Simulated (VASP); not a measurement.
## Se: electric field gradients with PBE

The system is Se.

```
CELL_PARAMETERS angstrom
5.79242 3.34426 1.50528
-5.79242 3.34426 1.50528
0.00000 -6.68851 1.50528
ATOMIC_POSITIONS crystal
Se 0.28066 0.16251 0.91818
Se 0.91818 0.28066 0.16251
Se 0.16251 0.91818 0.28066
Se 0.71934 0.83749 0.08182
Se 0.08182 0.71934 0.83749
Se 0.83749 0.08182 0.71934
```

This cell differs from its parent crystal: volume scaled by 1.06.

```yaml
Program: VASP 6.6.1
Task: electric field gradients
Functional: PBE
Potentials_or_basis: VASP PAW PBE potentials, release 64 (Se)
Cutoff: 520 eV
k_mesh: 6 × 6 × 6
Occupations: fermi-dirac, width 0.01 eV
Spin: no spin polarisation
Dipole_correction: no
Further_INCAR_settings: ALGO = Normal; EDIFF = 1e-08; NBANDS = 27
```

```yaml
Pressure: -0.3 GPa
Largest_force: 0.166 eV/Å
Band_gap_on_the_k_mesh: 1.10 eV, indirect (least direct gap 1.34 eV)
```

Forces on the atoms (eV/Å):
```
Se   0.046 -0.070 -0.143
Se   0.038  0.075 -0.143
Se  -0.084 -0.005 -0.143
Se  -0.046  0.070  0.143
Se  -0.038 -0.075  0.143
Se   0.084  0.005  0.143
```

Stress tensor (GPa, compression positive):
```
-0.67  0.00  0.00
 0.00 -0.67  0.00
 0.00  0.00  0.56
```

Levels at points of the mesh, in eV from the valence-band top:
```tsv
k point	band 14	band 15	band 16	band 17	band 18	band 19	band 20	band 21	band 22	band 23
(0.00, 0.00, 0.00)	-1.14	-0.73	-0.73	-0.64	-0.64	1.61	1.61	2.36	2.66	2.66
(0.50, 0.00, 0.00)	-1.37	-1.19	-0.88	-0.35	-0.34	1.58	1.75	2.43	2.84	2.94
(0.50, 0.50, 0.00)	-1.38	-1.28	-1.07	-0.83	-0.38	1.35	1.64	2.17	2.78	3.20
(0.50, 0.50, 0.50)	-1.46	-1.46	-1.20	-1.20	0.00	1.34	1.34	1.84	3.37	3.92
```

Electric field gradients, principal values (V/Å²):
| atom | least | middle | greatest (by size) |
| --- | --- | --- | --- |
| 1 Se | 210.789 | 360.414 | -571.203 |
| 2 Se | 210.789 | 360.414 | -571.203 |
| 3 Se | 210.789 | 360.414 | -571.203 |
| 4 Se | 210.789 | 360.414 | -571.203 |
| 5 Se | 210.789 | 360.414 | -571.203 |
| 6 Se | 210.789 | 360.414 | -571.203 |

Wall time 7.8 min on 1 thread of Oxide Virtual Turin-like Processor (shared host), peak memory 0.41 GiB.

Caveat: without QUAD_EFG the Cq values of the log hold for a quadrupole moment of 1 mb, not for the nuclei. A k mesh can miss the band edges.
